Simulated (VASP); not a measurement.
Wanted: the native input for a VASP 6.6.1 run.

* Task: single point
* Functional: HSE06
* Potentials or basis: VASP PAW PBE potentials, release 64 (Li_sv, S)
* Cutoff: 650 eV
* k mesh: 6 × 6 × 6
* Occupations: gaussian, width 0.01 eV
* Spin: no spin polarisation
* Dipole correction: no
* Grid for exact exchange (PRECFOCK): Normal
* Further INCAR settings: ALGO = Normal; EDIFF = 1e-06; NBANDS = 13
* Share of exact exchange: 0.25
* Screening parameter: 0.2079 1/Å

The system is Li2S.

```xyz
3
Lattice="0.0000 2.6848 2.6848 2.6848 0.0000 2.6848 2.6848 2.6848 0.0000" Properties=species:S:1:pos:R:3 pbc="T T T"
Li    1.3424    1.3424    1.3424
Li    4.0272    4.0272    4.0272
S     0.0000    0.0000    0.0000
```

This cell differs from its parent crystal: strain -5.6%.

These files were run (other wordings do the same):

POSCAR

```
Li2S
1.0
    0.0000000000      2.6848197719      2.6848197719
    2.6848197719      0.0000000000      2.6848197719
    2.6848197719      2.6848197719      0.0000000000
Li S
2 1
Direct
    0.2500000000      0.2500000000      0.2500000000
    0.7500000000      0.7500000000      0.7500000000
    0.0000000000      0.0000000000      0.0000000000
```

INCAR.step1

```
PREC     = Accurate       # precision mode
ENCUT    = 650            # plane-wave cutoff, eV
EDIFF    = 1E-5           # SCF threshold, eV
ISMEAR   = 0              # smearing method
SIGMA    = 0.01           # smearing width, eV
LREAL    = F              # projectors in reciprocal space
LASPH    = T              # aspherical terms in the spheres
NELM     = 120            # most SCF steps
ALGO     = Normal         # electronic algorithm
ISIF     = 2              # what is computed and relaxed
LWAVE    = T              # write WAVECAR
LCHARG   = F              # write CHGCAR
NBANDS   = 13             # bands
GGA      = PE             # functional
GGA_COMPAT= F
```

INCAR.step2

```
PREC     = Accurate       # precision mode
ENCUT    = 650            # plane-wave cutoff, eV
EDIFF    = 1E-6           # SCF threshold, eV
ISMEAR   = 0              # smearing method
SIGMA    = 0.01           # smearing width, eV
LREAL    = F              # projectors in reciprocal space
LASPH    = T              # aspherical terms in the spheres
NELM     = 120            # most SCF steps
ALGO     = Normal         # electronic algorithm
ISIF     = 2              # what is computed and relaxed
LWAVE    = F              # write WAVECAR
LCHARG   = F              # write CHGCAR
GGA      = PE             # functional
LHFCALC  = T              # exact exchange
HFSCREEN = 0.2079         # screening, 1/A
PRECFOCK = Normal       
NBANDS   = 13             # bands
ISTART   = 1            
GGA_COMPAT= F
```

KPOINTS

```
Automatic mesh
0
Gamma
  6 6 6
```

Potentials or basis: VASP PAW PBE potentials, release 64 (Li_sv, S).

Launch:

```sh
$ cat potpaw_PBE.64/Li_sv/POTCAR potpaw_PBE.64/S/POTCAR > POTCAR
$ cp INCAR.step1 INCAR
$ mpirun -np 1 vasp_std > vasp.out
$ cp INCAR.step2 INCAR
$ mpirun -np 1 vasp_std > vasp.out
```

It gave:

* Pressure: 9.5 GPa
* Band gap on the k mesh: 4.17 eV (least direct gap 6.13 eV)

Caveat: the cell differs from its parent crystal (strain -5.6%); the cell stands under pressure; the PAW data sets were made with another functional, which shifts forces and pressure a little.

Wall time 18 min on 1 thread of Intel(R) Xeon(R) Platinum 8259CL CPU @ 2.50GHz (Skylake/Cascade Lake) (shared host), peak memory 0.29 GiB.
